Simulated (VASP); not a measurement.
# B (P6_3/mmc) in VASP: a series of runs

B is run at these levels: PBEsol; tasks: single point.

Program: VASP 6.6.1. These are calculated values, not measurements. Logs are shortened: lines on timing, memory, paths and dates and some standing lists are left out, and cuts for length are marked.

## 1. The cell of the first run

It takes space group P6_3/mmc (No. 194, hexagonal). Conventional cell: a = 1.617 Å, b = 1.617 Å, c = 4.711 Å, α = 90.00°, β = 90.00°, γ = 120.00°. B (site symmetry -6m2) has 6 B at 1.62 Å within 2.2 Å.

## 2. Single point, PBEsol (volume scaled by 0.6)

File INCAR:

```
ALGO = Normal
EDIFF = 1E-6
ENCUT = 520
GGA = PS
ISIF = 2
ISMEAR = -1
LASPH = T
LCHARG = F
LREAL = F
LWAVE = F
NBANDS = 10
NELM = 100
PREC = Accurate
SIGMA = 0.08
```

File KPOINTS:

```
k-points
0
Gamma
  21 21 11
```

File POSCAR:

```
B
1.0
    1.6166186904      0.0000000000      0.0000000000
   -0.8083093452      1.4000328542      0.0000000000
    0.0000000000      0.0000000000      4.7114707119
B
2
Direct
    0.3333333333      0.6666666667      0.2500000000
    0.6666666667      0.3333333333      0.7500000000
```

Potentials or basis: VASP PAW PBE potentials, release 64 (B).

Launch:

```bash
$ cat potpaw_PBE.64/B/POTCAR > POTCAR
$ mpirun -np 1 vasp_std > vasp.out
```

OUTCAR:

```text
EDIFF = 1E-6
   ENCUT = 520
   GGA = PS
   ISIF = 2
   ISMEAR = -1
   LASPH = T
   LREAL = F
   NELM = 100
   PREC = Accurate

 ion  position               nearest neighbor table
   1  0.333  0.667  0.250-
   2  0.667  0.333  0.750-

  LATTYP: Found a hexagonal cell.
 ALAT       =     1.6166186904
 C/A-ratio  =     2.9143982684

  Lattice vectors:

 A1 = (   1.6166186904,   0.0000000000,   0.0000000000)
 A2 = (  -0.8083093452,   1.4000328542,   0.0000000000)
 A3 = (   0.0000000000,   0.0000000000,   4.7114707119)

Analysis of symmetry for initial positions (statically):
=====================================================================
 Subroutine PRICEL returns:
 Original cell was already a primitive cell.

 Routine SETGRP: Setting up the symmetry group for a
 hexagonal supercell.

 Subroutine GETGRP returns: Found 24 space group operations
 (whereof 12 operations were pure point group operations)
 out of a pool of 24 trial point group operations.

The static configuration has the point symmetry D_3d.
 The point group associated with its full space group is D_6h.

Analysis of symmetry for dynamics (positions and initial velocities):
=====================================================================
 Subroutine PRICEL returns:
 Original cell was already a primitive cell.

 Routine SETGRP: Setting up the symmetry group for a
 hexagonal supercell.

 Subroutine GETGRP returns: Found 24 space group operations
 (whereof 12 operations were pure point group operations)
 out of a pool of 24 trial point group operations.

The dynamic configuration has the point symmetry D_3d.
 The point group associated with its full space group is D_6h.

 Subroutine INISYM returns: Found 24 space group operations
 (whereof 12 operations are pure point group operations),
 and found     1 'primitive' translations

----------------------------------------------------------------------------------------

                                     Primitive cell

  volume of cell :      10.6636

  direct lattice vectors                    reciprocal lattice vectors
     1.616618690  0.000000000  0.000000000     0.618575058  0.357134476  0.000000000
    -0.808309345  1.400032854  0.000000000     0.000000000  0.714268952  0.000000000
     0.000000000  0.000000000  4.711470712     0.000000000  0.000000000  0.212247950

  length of vectors
     1.616618690  1.616618690  4.711470712     0.714268952  0.714268952  0.212247950

  position of ions in fractional coordinates (direct lattice)
     0.333333333  0.666666667  0.250000000
     0.666666667  0.333333333  0.750000000

  ion indices of the primitive-cell ions
   primitive index   ion index
                 1           1
                 2           2

----------------------------------------------------------------------------------------

 KPOINTS: k-points

Automatic generation of k-mesh.
 Grid dimensions read from file:
 generate k-points for:   21   21   11

 Generating k-lattice:

  Cartesian coordinates                     Fractional coordinates (reciprocal lattice)
     0.029455955  0.017006404  0.000000000     0.047619048 -0.000000000  0.000000000
     0.000000000  0.034012807  0.000000000     0.000000000  0.047619048  0.000000000
     0.000000000  0.000000000  0.019295268     0.000000000  0.000000000  0.090909091

  Length of vectors
     0.034012807  0.034012807  0.019295268

  Shift w.r.t. Gamma in fractional coordinates (k-lattice)
     0.000000000  0.000000000  0.000000000

 Subroutine IBZKPT returns following result:
 ===========================================

 Found    288 irreducible k-points:

 Following reciprocal coordinates:
            Coordinates               Weight
  0.000000  0.000000  0.000000      1.000000
  0.047619 -0.000000  0.000000      6.000000
  0.095238 -0.000000  0.000000      6.000000
  0.142857 -0.000000  0.000000      6.000000
  0.190476 -0.000000  0.000000      6.000000
  0.238095 -0.000000  0.000000      6.000000
[... 16 lines left out ...]
  0.142857  0.095238  0.000000     12.000000
  0.190476  0.095238  0.000000     12.000000
 [... further k-points ...]
   k-points           NKPTS =    288   k-points in BZ     NKDIM =    288   number of bands    NBANDS=     10
   number of dos      NEDOS =    301   number of ions     NIONS =      2
   total plane-waves  NPLWV =   5184
   dimension x,y,z NGX =    12 NGY =   12 NGZ =   36
   dimension x,y,z NGXF=    24 NGYF=   24 NGZF=   72
   ions per type =               2
   NGX,Y,Z   is equivalent  to a cutoff of  12.34, 12.34, 12.70 a.u.
   NGXF,Y,Z  is equivalent  to a cutoff of  24.68, 24.68, 25.41 a.u.
 SYSTEM =  unknown system
   PREC   = accura    normal or accurate (medium, high low for compatibility)
   ISTART =      0    job   : 0-new  1-cont  2-samecut
   ICHARG =      2    charge: 1-file 2-atom 10-const
   ISPIN  =      1    spin polarized calculation?
   LNONCOLLINEAR =      F non collinear calculations
   LSORBIT =      F    spin-orbit coupling
   LASPH  =      T    aspherical Exc in radial PAW
   ENCUT  =  520.0 eV  38.22 Ry    6.18 a.u.   3.01  3.01  8.76*2*pi/ulx,y,z
   NELM   =    100;   NELMIN=  2; NELMDL= -5     # of ELM steps
   EDIFF  = 0.1E-05   stopping-criterion for ELM
   LREAL  =      F    real-space projection
   EDIFFG = 0.1E-04   stopping-criterion for IOM
   NSW    =      0    number of steps for IOM
   IBRION =     -1    ionic relax: 0-MD 1-quasi-New 2-CG
   NFREE  =      0    steps in history (QN), initial steepest desc. (CG)
   ISIF   =      2    stress and relaxation
   ISYM   =      2    0-nonsym 1-usesym 2-fastsym
   POTIM  = 0.5000    time-step for ionic-motion
   TEBEG  =    0.0;   TEEND  =   0.0 temperature during run
   PSTRESS=    0.0 pullay stress
   NELECT =       6.0000    total number of electrons
   NUPDOWN=      -1.0000    fix difference up-down
   EMIN   =  10.00;   EMAX   =-10.00  energy-range for DOS
   EFERMI =   0.00;   METHOD = LEGACY
   ISMEAR =    -1;   SIGMA  =   0.08  broadening in eV -4-tet -1-fermi 0-gaus
   EFERMI_NEDOS =   21; number of points for ismear=-14 and -15
   IALGO  =     38    algorithm
   IMIX   =      4    mixing-type and parameters
     AMIX     =   0.40;   BMIX     =  1.00
     AMIX_MAG =   1.60;   BMIX_MAG =  1.00
  volume/ion in A,a.u.               =       5.33        35.98
  Fermi-wavevector in a.u.,A,eV,Ry     =   1.351526  2.554014 24.852716  1.826623
  Thomas-Fermi vector in A             =   2.478941
   LORBIT       =      0    0 simple, 1 ext, 2 COOP (PROOUT), +10 PAW based schemes
   GGA     = PS    functional components
   LHFCALC =     F    Hartree Fock is set to
   AEXX    =    0.0000 exact exchange contribution
   IVDW    =     0    specifies the selected vdW correction
   LEPSILON=     F    determine dielectric tensor
   LRPA    =     F    only Hartree local field effects (RPA)
 non-spin polarized calculation
  energy-cutoff  :      520.00
  volume of cell :       10.66
 maximum number of plane-waves:       309
 NGX is ok and might be reduce to    12
   NGX =  5   NGY =  5   NGZ = 17

 number of electron       6.0000000 magnetization

 Free energy of the ion-electron system (eV)
  ---------------------------------------------------
  ext. energy  EPLUGINS =         0.00000000
  ---------------------------------------------------
  free energy    TOTEN  =       -11.38704538 eV

  energy without entropy =      -11.37766621  energy(sigma->0) =      -11.38235580

 E-fermi :  11.3751     XC(G=0): -13.1511

 val. band max:       11.3593435578   @ k =   0.2857   0.2857   0.4545
 cond. band min:      11.3849218865   @ k =   0.2857   0.0952   0.4545
 fundamental gap:      0.0255783287
 Fermi energy:        11.3750912028

 k-point     1 :       0.0000    0.0000    0.0000
  band No.  band energies     occupation
      1      -9.2012      2.00000
      2      -5.1548      2.00000
      3      -2.0391      2.00000
      4       8.9804      2.00000
      5      20.0546      0.00000
      6      39.7963      0.00000
      7      39.7963      0.00000
      8      39.9487      0.00000
      9      40.0282      0.00000
     10      40.0282      0.00000

 k-point     2 :       0.0476   -0.0000    0.0000
  band No.  band energies     occupation
      1      -9.0804      2.00000
      2      -5.0609      2.00000
      3      -1.8694      2.00000
      4       9.1413      2.00000
      5      20.1185      0.00000
      6      39.0219      0.00000
      7      39.3421      0.00000
      8      39.6412      0.00000
      9      39.6625      0.00000
     10      40.0580      0.00000

 k-point     3 :       0.0952   -0.0000    0.0000
  band No.  band energies     occupation
      1      -8.7188      2.00000
      2      -4.7795      2.00000
      3      -1.3604      2.00000
      4       9.6227      2.00000
      5      20.3014      0.00000
      6      36.9822      0.00000
      7      38.1914      0.00000
      8      38.3958      0.00000
      9      38.6509      0.00000
     10      40.3693      0.00000

 k-point     4 :       0.1429   -0.0000    0.0000
  band No.  band energies     occupation
      1      -8.1189      2.00000
      2      -4.3118      2.00000
      3      -0.5132      2.00000
      4      10.4206      1.99999
      5      20.5696      0.00000
      6      34.0745      0.00000
      7      36.3284      0.00000
      8      36.6882      0.00000
      9      37.2563      0.00000
     10      40.8170      0.00000

 k-point     5 :       0.1905   -0.0000    0.0000
  band No.  band energies     occupation
      1      -7.2860      2.00000
      2      -3.6617      2.00000
      3       0.6702      2.00000
      4      11.5266      0.26173
      5      20.8231      0.00000
      6      30.6665      0.00000
      7      33.7850      0.00000
      8      35.0951      0.00000
      9      35.7387      0.00000
     10      41.2018      0.00000

 k-point     6 :       0.2381   -0.0000    0.0000
  band No.  band energies     occupation
      1      -6.2293      2.00000
      2      -2.8385      2.00000
      3       2.1866      2.00000
      4      12.9237      0.00000
      5      20.8024      0.00000
      6      27.1025      0.00000
      7      31.3956      0.00000
      8      33.5768      0.00000
      9      34.2716      0.00000
     10      40.6179      0.00000
[... 183 lines left out ...]
 k-point    21 :       0.4762    0.0476    0.0000
  band No.  band energies     occupation
      1       0.9636      2.00000
      2       1.7306      2.00000
      3      12.2324      0.00004
      4      14.5516      0.00000
      5      14.8101      0.00000
      6      17.2552      0.00000
      7      26.4143      0.00000
      8      28.6096      0.00000
      9      29.2550      0.00000
     10      31.7068      0.00000

 k-point    22 :       0.0952    0.0952    0.0000
  band No.  band energies     occupation
      1      -7.7598      2.00000
      2      -4.0302      2.00000
      3      -0.0057      2.00000
      4      10.8967      1.99496
      5      20.7425      0.00000
      6      33.9003      0.00000
      7      33.9912      0.00000
      8      34.7680      0.00000
      9      36.9289      0.00000
     10      41.0467      0.00000

 k-point    23 :       0.1429    0.0952    0.0000
  band No.  band energies     occupation
      1      -6.9276      2.00000
      2      -3.3771      2.00000
      3       1.1764      2.00000
      4      11.9968      0.00084
      5      21.0394      0.00000
      6      30.5084      0.00000
      7      31.5574      0.00000
      8      32.8329      0.00000
      9      35.9040      0.00000
     10      41.3546      0.00000

 k-point    24 :       0.1905    0.0952    0.0000
  band No.  band energies     occupation
      1      -5.8699      2.00000
      2      -2.5464      2.00000
      3       2.6912      2.00000
      4      13.3860      0.00000
      5      21.1506      0.00000
      6      26.8856      0.00000
      7      28.7938      0.00000
      8      31.4402      0.00000
      9      34.9738      0.00000
     10      40.8097      0.00000

 [... further k-points ...]
[... 5 lines left out ...]
  --------------------------------------------------------------------------------------
  -------------------------------------------------------------------------------------
  Total        6.3022307      6.3022307      6.2447778      0.0000000      0.0000000      0.0000000
  in kB      946.8966101    946.8966103    938.2644308      0.0000000      0.0000000      0.0000000
  external PRESSURE =     944.0192171 kB  Pullay stress =       0.0000000 kB

 VOLUME and BASIS-vectors are now :
 -----------------------------------------------------------------------------
  energy-cutoff  :      520.00
  volume of cell :       10.66
      direct lattice vectors                 reciprocal lattice vectors
     1.616618690  0.000000000  0.000000000     0.618575058  0.357134476  0.000000000
    -0.808309345  1.400032854  0.000000000     0.000000000  0.714268952  0.000000000
     0.000000000  0.000000000  4.711470712     0.000000000  0.000000000  0.212247950

 POSITION                                       TOTAL-FORCE (eV/Angst)
 -----------------------------------------------------------------------------------
     -0.00000      0.93336      1.17787        -0.000000     -0.000000      0.000000
      0.80831      0.46668      3.53360         0.000000      0.000000      0.000000
 -----------------------------------------------------------------------------------
    total drift:                               -0.000000     -0.000000     -0.000000

  FREE ENERGIE OF THE ION-ELECTRON SYSTEM (eV)
  ---------------------------------------------------
  free  energy   TOTEN  =       -11.3870453813 eV

  energy  without entropy=      -11.3776662113  energy(sigma->0) =      -11.38235580
```

Wall time 20 s (1 thread of Intel Xeon 8259CL, shared host); peak memory 0.13 GiB.

Results:

| Item | Value |
| --- | --- |
| Free energy | -11.3870 eV |
| Pressure | 94.4 GPa |
| Band gap on the k mesh | zero (band 3 reaches 13.55 eV, above the bottom of band 4 at 3.89 eV) |

Caveat: the cell differs from its parent crystal (volume scaled by 0.6); the PAW data sets were made with another functional, which shifts forces and pressure a little.

## 3. Single point, PBEsol

This run uses another cell than the first one, of 6.22 Å³/atom, 1.167 times its volume.

File INCAR:

```
ALGO = Normal
EDIFF = 1E-6
ENCUT = 520
GGA = PS
ISIF = 2
ISMEAR = -1
LASPH = True
LCHARG = False
LREAL = False
LWAVE = False
NBANDS = 10
NELM = 60
PREC = Accurate
SIGMA = 0.08
```

KPOINTS is that of step 2.

File POSCAR:

```
B
1.0
    1.6482943596      0.0000000000      0.0000000000
   -0.8241471798      1.4274647883      0.0000000000
    0.0000000000      0.0000000000      5.2874823600
B
2
Direct
    0.3333333333      0.6666666667      0.2500000000
    0.6666666667      0.3333333333      0.7500000000
```

Potentials or basis: VASP PAW PBE potentials, release 64 (B).

Launch:

```bash
$ cat potpaw_PBE.64/B/POTCAR > POTCAR
$ mpirun -np 1 vasp_std > vasp.out
```

OUTCAR:

```text
EDIFF = 1E-6
   ENCUT = 520
   GGA = PS
   ISIF = 2
   ISMEAR = -1
   LASPH = True
   LREAL = False
   NELM = 60
   PREC = Accurate

 ion  position               nearest neighbor table
   1  0.333  0.667  0.250-
   2  0.667  0.333  0.750-

  LATTYP: Found a hexagonal cell.
 ALAT       =     1.6482943596
 C/A-ratio  =     3.2078507878

  Lattice vectors:

 A1 = (   1.6482943596,   0.0000000000,   0.0000000000)
[... 488 lines left out ...]
      3       2.1623      2.00000
      4       9.4191      0.88343
      5      17.3442      0.00000
      6      24.2132      0.00000
      7      25.7040      0.00000
      8      28.2010      0.00000
      9      30.7344      0.00000
     10      33.3748      0.00000

 [... further k-points ...]
[... 5 lines left out ...]
  --------------------------------------------------------------------------------------
  -------------------------------------------------------------------------------------
  Total        3.5476912      3.5476912      3.4879435      0.0000000     -0.0000000      0.0000000
  in kB      456.8854001    456.8854001    449.1908663      0.0000000     -0.0000000      0.0000000
  external PRESSURE =     454.3205555 kB  Pullay stress =       0.0000000 kB

 VOLUME and BASIS-vectors are now :
 -----------------------------------------------------------------------------
  energy-cutoff  :      520.00
  volume of cell :       12.44
      direct lattice vectors                 reciprocal lattice vectors
     1.648294360  0.000000000  0.000000000     0.606687752  0.350271337  0.000000000
    -0.824147180  1.427464788  0.000000000     0.000000000  0.700542674  0.000000000
     0.000000000  0.000000000  5.287482360     0.000000000  0.000000000  0.189125926

 POSITION                                       TOTAL-FORCE (eV/Angst)
 -----------------------------------------------------------------------------------
     -0.00000      0.95164      1.32187        -0.000000      0.000000      0.000000
      0.82415      0.47582      3.96561         0.000000     -0.000000      0.000000
 -----------------------------------------------------------------------------------
    total drift:                               -0.000000      0.000000     -0.000000

  FREE ENERGIE OF THE ION-ELECTRON SYSTEM (eV)
  ---------------------------------------------------
  free  energy   TOTEN  =       -12.1373871570 eV

  energy  without entropy=      -12.1279655964  energy(sigma->0) =      -12.13267638
```

Run time: 21 s. Hardware: 1 thread of Intel Xeon 8259CL, shared host; peak memory 0.14 GiB.

What came out:

| Quantity | Value |
| --- | --- |
| Free energy | -12.1374 eV |
| Pressure | 45.4 GPa |
| Band gap on the k mesh | zero (band 3 reaches 11.70 eV, above the bottom of band 4 at 1.49 eV) |

Caveat: the PAW data sets were made with another functional, which shifts forces and pressure a little.

[end of part 1 of 2]
